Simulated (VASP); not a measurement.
# Ca2Zr2N (P4/mmm) in VASP: single point with PBE

Aim: the single point of Ca2Zr2N with PBE.

Everything below comes from runs of VASP 6.6.1. Logs are shortened: lines on timing, memory, paths and dates and some standing lists are left out, and cuts for length are marked.

## Step 1: The cell of the first run

It takes space group P4/mmm (No. 123, tetragonal). The conventional cell has a = 4.209 Å, b = 4.209 Å, c = 5.709 Å, α = 90.00°, β = 90.00°, γ = 90.00°. Ca (site symmetry mmm) has 4 Zr at 2.58 Å and 4 Ca at 2.98 Å within 3.4 Å. Within 3.4 Å of Zr (site symmetry 4mm) lie 4 Ca at 2.58 Å and 2 Zr at 2.74 to 2.97 Å and 4 N at 3.28 Å. Within 4.3 Å of N (site symmetry 4/mmm) lie 8 Zr at 3.28 Å and 8 Ca at 3.55 Å and 4 N at 4.21 Å.

The cell was built from a structure type or drawn by symmetry, and may not be a known phase.

## Step 2: Single point, PBE

Input file INCAR:

```
PREC = Accurate
ENCUT = 520
EDIFF = 1E-6
ISMEAR = 0
SIGMA = 0.1
LREAL = False
LASPH = True
NELM = 80
ALGO = Normal
ISIF = 2
LWAVE = False
LCHARG = False
GGA = PE
NBANDS = 32
```

Input file KPOINTS:

```
regular mesh
0
Gamma
  4 4 4
```

Input file POSCAR:

```
Ca2Zr2N
1.0
    4.2086719200      0.0000000000      0.0000000000
    0.0000000000      4.2086719200      0.0000000000
    0.0000000000      0.0000000000      5.7089395400
Ca Zr N
2 2 1
Direct
    0.0000000000      0.5000000000      0.5000000000
    0.5000000000      0.0000000000      0.5000000000
    0.5000000000      0.5000000000      0.2399999900
    0.5000000000      0.5000000000      0.7600000100
    0.0000000000      0.0000000000      0.0000000000
```

Potentials or basis: VASP PAW PBE potentials, release 64 (Ca_sv, Zr_sv, N).

Launch:

```console
> cat potpaw_PBE.64/Ca_sv/POTCAR potpaw_PBE.64/Zr_sv/POTCAR potpaw_PBE.64/N/POTCAR > POTCAR
> mpirun -np 1 vasp_std > vasp.out
```

OUTCAR:

```text
PREC = Accurate
   ENCUT = 520
   EDIFF = 1E-6
   ISMEAR = 0
   LREAL = False
   LASPH = True
   NELM = 80
   ISIF = 2
   GGA = PE

 ion  position               nearest neighbor table
   1  0.000  0.500  0.500-   3 2.58   4 2.58   3 2.58   4 2.58   2 2.98   2 2.98   2 2.98   2 2.98

   2  0.500  0.000  0.500-   3 2.58   4 2.58   3 2.58   4 2.58   1 2.98   1 2.98   1 2.98   1 2.98

   3  0.500  0.500  0.240-   1 2.58   2 2.58   2 2.58   1 2.58   4 2.74   4 2.97
   4  0.500  0.500  0.760-   1 2.58   2 2.58   2 2.58   1 2.58   3 2.74   3 2.97
   5  0.000  0.000  0.000-

  LATTYP: Found a simple tetragonal cell.
 ALAT       =     4.2086719200
 C/A-ratio  =     1.3564705562

  Lattice vectors:

 A1 = (   4.2086719200,   0.0000000000,   0.0000000000)
 A2 = (   0.0000000000,   4.2086719200,   0.0000000000)
 A3 = (   0.0000000000,   0.0000000000,   5.7089395400)

Analysis of symmetry for initial positions (statically):
=====================================================================
 Subroutine PRICEL returns:
 Original cell was already a primitive cell.

 Routine SETGRP: Setting up the symmetry group for a
 simple tetragonal supercell.

 Subroutine GETGRP returns: Found 16 space group operations
 (whereof 16 operations were pure point group operations)
 out of a pool of 16 trial point group operations.

The static configuration has the point symmetry D_4h.

Analysis of symmetry for dynamics (positions and initial velocities):
=====================================================================
 Subroutine PRICEL returns:
 Original cell was already a primitive cell.

 Routine SETGRP: Setting up the symmetry group for a
 simple tetragonal supercell.

 Subroutine GETGRP returns: Found 16 space group operations
 (whereof 16 operations were pure point group operations)
 out of a pool of 16 trial point group operations.

The dynamic configuration has the point symmetry D_4h.

 Subroutine INISYM returns: Found 16 space group operations
 (whereof 16 operations are pure point group operations),
 and found     1 'primitive' translations

----------------------------------------------------------------------------------------

                                     Primitive cell

  volume of cell :     101.1220

  direct lattice vectors                    reciprocal lattice vectors
     4.208671920  0.000000000  0.000000000     0.237604646  0.000000000  0.000000000
     0.000000000  4.208671920  0.000000000     0.000000000  0.237604646  0.000000000
     0.000000000  0.000000000  5.708939540     0.000000000  0.000000000  0.175163880

  length of vectors
     4.208671920  4.208671920  5.708939540     0.237604646  0.237604646  0.175163880

  position of ions in fractional coordinates (direct lattice)
     0.000000000  0.500000000  0.500000000
     0.500000000  0.000000000  0.500000000
     0.500000000  0.500000000  0.239999990
     0.500000000  0.500000000  0.760000010
     0.000000000  0.000000000  0.000000000

  ion indices of the primitive-cell ions
   primitive index   ion index
                 1           1
                 2           2
                 3           3
                 4           4
                 5           5

----------------------------------------------------------------------------------------

 KPOINTS: regular mesh

Automatic generation of k-mesh.
 Grid dimensions read from file:
 generate k-points for:    4    4    4

 Generating k-lattice:

  Cartesian coordinates                     Fractional coordinates (reciprocal lattice)
     0.059401161  0.000000000  0.000000000     0.250000000  0.000000000  0.000000000
     0.000000000  0.059401161  0.000000000     0.000000000  0.250000000  0.000000000
     0.000000000  0.000000000  0.043790970     0.000000000  0.000000000  0.250000000

  Length of vectors
     0.059401161  0.059401161  0.043790970

  Shift w.r.t. Gamma in fractional coordinates (k-lattice)
     0.000000000  0.000000000  0.000000000

 Subroutine IBZKPT returns following result:
 ===========================================

 Found     18 irreducible k-points:

 Following reciprocal coordinates:
            Coordinates               Weight
  0.000000  0.000000  0.000000      1.000000
  0.250000  0.000000  0.000000      4.000000
  0.500000  0.000000  0.000000      2.000000
  0.250000  0.250000  0.000000      4.000000
  0.500000  0.250000  0.000000      4.000000
  0.500000  0.500000  0.000000      1.000000
[... 10 lines left out ...]
  0.500000  0.250000  0.500000      4.000000
  0.500000  0.500000  0.500000      1.000000
   k-points           NKPTS =     18   k-points in BZ     NKDIM =     18   number of bands    NBANDS=     32
   number of dos      NEDOS =    301   number of ions     NIONS =      5
   total plane-waves  NPLWV =  43008
   dimension x,y,z NGX =    32 NGY =   32 NGZ =   42
   dimension x,y,z NGXF=    64 NGYF=   64 NGZF=   84
   ions per type =               2   2   1
   NGX,Y,Z   is equivalent  to a cutoff of  12.64, 12.64, 12.23 a.u.
   NGXF,Y,Z  is equivalent  to a cutoff of  25.28, 25.28, 24.46 a.u.
 SYSTEM =  unknown system
   PREC   = accura    normal or accurate (medium, high low for compatibility)
   ISTART =      0    job   : 0-new  1-cont  2-samecut
   ICHARG =      2    charge: 1-file 2-atom 10-const
   ISPIN  =      1    spin polarized calculation?
   LNONCOLLINEAR =      F non collinear calculations
   LSORBIT =      F    spin-orbit coupling
   LASPH  =      T    aspherical Exc in radial PAW
   ENCUT  =  520.0 eV  38.22 Ry    6.18 a.u.   7.83  7.83 10.61*2*pi/ulx,y,z
   NELM   =     80;   NELMIN=  2; NELMDL= -5     # of ELM steps
   EDIFF  = 0.1E-05   stopping-criterion for ELM
   LREAL  =      F    real-space projection
   EDIFFG = 0.1E-04   stopping-criterion for IOM
   NSW    =      0    number of steps for IOM
   IBRION =     -1    ionic relax: 0-MD 1-quasi-New 2-CG
   NFREE  =      0    steps in history (QN), initial steepest desc. (CG)
   ISIF   =      2    stress and relaxation
   ISYM   =      2    0-nonsym 1-usesym 2-fastsym
   POTIM  = 0.5000    time-step for ionic-motion
   TEBEG  =    0.0;   TEEND  =   0.0 temperature during run
   PSTRESS=    0.0 pullay stress
   NELECT =      49.0000    total number of electrons
   NUPDOWN=      -1.0000    fix difference up-down
   EMIN   =  10.00;   EMAX   =-10.00  energy-range for DOS
   EFERMI =   0.00;   METHOD = LEGACY
   ISMEAR =     0;   SIGMA  =   0.10  broadening in eV -4-tet -1-fermi 0-gaus
   EFERMI_NEDOS =   21; number of points for ismear=-14 and -15
   IALGO  =     38    algorithm
   IMIX   =      4    mixing-type and parameters
     AMIX     =   0.40;   BMIX     =  1.00
     AMIX_MAG =   1.60;   BMIX_MAG =  1.00
  volume/ion in A,a.u.               =      20.22       136.48
  Fermi-wavevector in a.u.,A,eV,Ry     =   1.285854  2.429912 22.496152  1.653421
  Thomas-Fermi vector in A             =   2.417963
   LORBIT       =      0    0 simple, 1 ext, 2 COOP (PROOUT), +10 PAW based schemes
   GGA     = PE    functional components
   LHFCALC =     F    Hartree Fock is set to
   AEXX    =    0.0000 exact exchange contribution
   IVDW    =     0    specifies the selected vdW correction
   LEPSILON=     F    determine dielectric tensor
   LRPA    =     F    only Hartree local field effects (RPA)
 non-spin polarized calculation
 Gauss-broadening in eV      SIGMA  =   0.10
  energy-cutoff  :      520.00
  volume of cell :      101.12
 maximum number of plane-waves:      2741
 NGX is ok and might be reduce to    32
   NGX = 15   NGY = 15   NGZ = 21

 number of electron      48.9999997 magnetization

 Free energy of the ion-electron system (eV)
  ---------------------------------------------------
  ext. energy  EPLUGINS =         0.00000000
  ---------------------------------------------------
  free energy    TOTEN  =       -15.51975863 eV

  energy without entropy =      -15.49382275  energy(sigma->0) =      -15.50679069

 E-fermi :   6.1600     XC(G=0): -10.3360

 val. band max:        6.1345033641   @ k =   0.5000   0.2500   0.0000
 cond. band min:       6.1779447814   @ k =   0.2500   0.2500   0.0000
 fundamental gap:      0.0434414173
 Fermi energy:         6.1600284288

 k-point     1 :       0.0000    0.0000    0.0000
  band No.  band energies     occupation
      1     -42.7593      2.00000
      2     -42.5531      2.00000
      3     -34.2741      2.00000
      4     -34.0223      2.00000
      5     -21.4789      2.00000
      6     -21.1687      2.00000
[... 24 lines left out ...]
     31       7.9434      0.00000
     32       8.5778      0.00000

 k-point     2 :       0.2500    0.0000    0.0000
  band No.  band energies     occupation
      1     -42.7553      2.00000
      2     -42.5519      2.00000
      3     -34.2453      2.00000
      4     -34.0668      2.00000
      5     -21.5720      2.00000
      6     -21.1613      2.00000
[... 24 lines left out ...]
     31       7.5667      0.00000
     32       8.7807      0.00000

 k-point     3 :       0.5000    0.0000    0.0000
  band No.  band energies     occupation
      1     -42.7513      2.00000
      2     -42.5506      2.00000
      3     -34.1796      2.00000
      4     -34.1481      2.00000
      5     -21.6265      2.00000
      6     -21.1538      2.00000
[... 24 lines left out ...]
     31       8.6894      0.00000
     32       8.7273      0.00000

 k-point     4 :       0.2500    0.2500    0.0000
  band No.  band energies     occupation
      1     -42.7514      2.00000
      2     -42.5506      2.00000
      3     -34.2260      2.00000
      4     -34.1004      2.00000
      5     -21.6628      2.00000
      6     -21.0436      2.00000
[... 444 lines left out ...]
     31       7.8149      0.00000
     32       7.9959      0.00000

 k-point    17 :       0.5000    0.2500    0.5000
  band No.  band energies     occupation
      1     -42.6748      2.00000
      2     -42.6244      2.00000
      3     -34.1781      2.00000
      4     -34.1617      2.00000
      5     -21.0594      2.00000
      6     -21.0413      2.00000
[... 24 lines left out ...]
     31       7.6617      0.00000
     32       8.3275      0.00000

 k-point    18 :       0.5000    0.5000    0.5000
  band No.  band energies     occupation
      1     -42.6735      2.00000
      2     -42.6204      2.00000
      3     -34.1766      2.00000
      4     -34.1766      2.00000
      5     -21.0569      2.00000
      6     -21.0569      2.00000
[... 24 lines left out ...]
     31       8.3072      0.00000
     32       8.3072      0.00000

------------------------ aborting loop because EDIFF is reached ----------------------------------------

  FORCE on cell =-STRESS in cart. coord.  units (eV):
  Direction    XX          YY          ZZ          XY          YZ          ZX
  --------------------------------------------------------------------------------------
  -------------------------------------------------------------------------------------
  Total       12.4688542     12.4688542      6.9953919      0.0000000      0.0000000      0.0000000
  in kB      197.5565996    197.5565996    110.8350296      0.0000000      0.0000000      0.0000000
  external PRESSURE =     168.6494096 kB  Pullay stress =       0.0000000 kB

 VOLUME and BASIS-vectors are now :
 -----------------------------------------------------------------------------
  energy-cutoff  :      520.00
  volume of cell :      101.12
      direct lattice vectors                 reciprocal lattice vectors
     4.208671920  0.000000000  0.000000000     0.237604646  0.000000000  0.000000000
     0.000000000  4.208671920  0.000000000     0.000000000  0.237604646  0.000000000
     0.000000000  0.000000000  5.708939540     0.000000000  0.000000000  0.175163880

 POSITION                                       TOTAL-FORCE (eV/Angst)
 -----------------------------------------------------------------------------------
      0.00000      2.10434      2.85447         0.000000      0.000000      0.000000
      2.10434      0.00000      2.85447         0.000000      0.000000      0.000000
      2.10434      2.10434      1.37015         0.000000     -0.000000     -4.873363
      2.10434      2.10434      4.33879        -0.000000      0.000000      4.873363
      0.00000      0.00000      0.00000         0.000000      0.000000      0.000000
 -----------------------------------------------------------------------------------
    total drift:                                0.000000     -0.000000     -0.000000

  FREE ENERGIE OF THE ION-ELECTRON SYSTEM (eV)
  ---------------------------------------------------
  free  energy   TOTEN  =       -15.5197586298 eV

  energy  without entropy=      -15.4938227466  energy(sigma->0) =      -15.50679069
```

Wall time 93 s (1 thread of Intel Xeon 8259CL, shared host); peak memory 0.23 GiB.

What came out:

```yaml
Free_energy: -15.5198 eV
Pressure: 16.9 GPa
Largest_force: 4.873 eV/Å
Band_gap_on_the_k_mesh: zero (an odd number of electrons rules out a gap without spin polarisation)
```

Forces on the atoms (eV/Å):
```
Ca   0.000  0.000  0.000
Ca   0.000  0.000  0.000
Zr   0.000  0.000 -4.873
Zr   0.000  0.000  4.873
N    0.000  0.000  0.000
```

Caveat: the k points lie up to 0.37 Å⁻¹ apart, too coarse for converged energies and pressures of a metal; forces of over 1 eV/Å act on the atoms, so gaps and moduli don't describe the material at rest.
